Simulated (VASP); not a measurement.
Write the native input for VASP 6.6.1 that does the following.

```
Task                   : single point
Functional             : PBEsol
Potentials or basis    : VASP PAW PBE potentials, release 64 (Pb_d, Se)
Cutoff                 : 520 eV
k mesh                 : 9 × 9 × 9
Occupations            : fermi-dirac, width 0.01 eV
Spin                   : no spin polarisation
Dipole correction      : no
Further INCAR settings : ALGO = Normal; EDIFF = 1e-07; NBANDS = 17
```

The structure of PbSe lies in POSCAR:

```
PbSe
1.0
    0.0000000000      3.1233930000      3.0621500000
    3.1233930000      0.0000000000      3.0621500000
    3.1233930000      3.1233930000      0.0000000000
Pb Se
1 1
Direct
    0.0000000000      0.0000000000      0.0000000000
    0.5000000000      0.5000000000      0.5000000000
```

This cell differs from its parent crystal: equal xx and yy strain of +2 %.

These files were run (other wordings do the same):

INCAR

```
ALGO     = Normal         # electronic algorithm
EDIFF    = 1E-7           # SCF threshold, eV
ENCUT    = 520            # plane-wave cutoff, eV
GGA      = PS             # functional
ISIF     = 2              # what is computed and relaxed
ISMEAR   = -1             # smearing method
LASPH    = T              # aspherical terms in the spheres
LCHARG   = F              # write CHGCAR
LREAL    = F              # projectors in reciprocal space
LWAVE    = F              # write WAVECAR
NBANDS   = 17             # bands
NELM     = 60             # most SCF steps
PREC     = Accurate       # precision mode
SIGMA    = 0.01           # smearing width, eV
```

KPOINTS

```
k-points
0
Gamma
  9 9 9
```

Potentials or basis: VASP PAW PBE potentials, release 64 (Pb_d, Se).

Run with:

```console
$ cat potpaw_PBE.64/Pb_d/POTCAR potpaw_PBE.64/Se/POTCAR > POTCAR
$ mpirun -np 1 vasp_std > vasp.out
```

Results of the run:

* Pressure: -2.4 GPa
* Band gap on the k mesh: 0.69 eV, direct

Caveat: the cell differs from its parent crystal (equal xx and yy strain of +2 %); the PAW data sets were made with another functional, which shifts forces and pressure a little; spin-orbit coupling is left out, which moves the levels of the heavy elements.

Run time: 68 s on 1 thread of Intel(R) Xeon(R) Platinum 8488C (Sapphire Rapids) (shared host), peak memory 0.25 GiB.
